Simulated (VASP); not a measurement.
A run of VASP 6.6.1:

File INCAR:

```
SYSTEM = Bi
PREC     = Accurate       ! precision mode
ENCUT    = 520            ! plane-wave cutoff, eV
EDIFF    = 1E-6           ! SCF threshold, eV
ISMEAR   = -1             ! smearing method
SIGMA    = 0.1            ! smearing width, eV
LREAL    = .FALSE.        ! projectors in reciprocal space
LASPH    = .TRUE.         ! aspherical terms in the spheres
NELM     = 60             ! most SCF steps
ALGO     = Normal         ! electronic algorithm
ISIF     = 2              ! what is computed and relaxed
LWAVE    = .FALSE.        ! write WAVECAR
LCHARG   = .FALSE.        ! write CHGCAR
GGA      = RP             ! functional
NBANDS   = 14             ! bands
```

File KPOINTS:

```
regular mesh
0
G
  12 12 12
  0 0 0
```

POSCAR

```
Bi
1.0
    0.0000000000      2.5056687978      2.5056687978
    2.5056687978      0.0000000000      2.5056687978
    2.5056687978      2.5056687978      0.0000000000
Bi
1
Direct
    0.0000000000      0.0000000000      0.0000000000
```

Potentials or basis: VASP PAW PBE potentials, release 64 (Bi_d).

The run is started by

```bash
$ cat potpaw_PBE.64/Bi_d/POTCAR > POTCAR
$ mpirun -np 1 vasp_std > vasp.out
```

Hardware: 1 thread of Intel(R) Xeon(R) 6975P-C (Granite Rapids) (shared host).

Task: Estimate the wall time of this run.

Result: Wall time 12 s on 1 thread of Intel(R) Xeon(R) 6975P-C (Granite Rapids) (shared host), peak memory 0.17 GiB. Counts: scf iterations 10, k points 72.
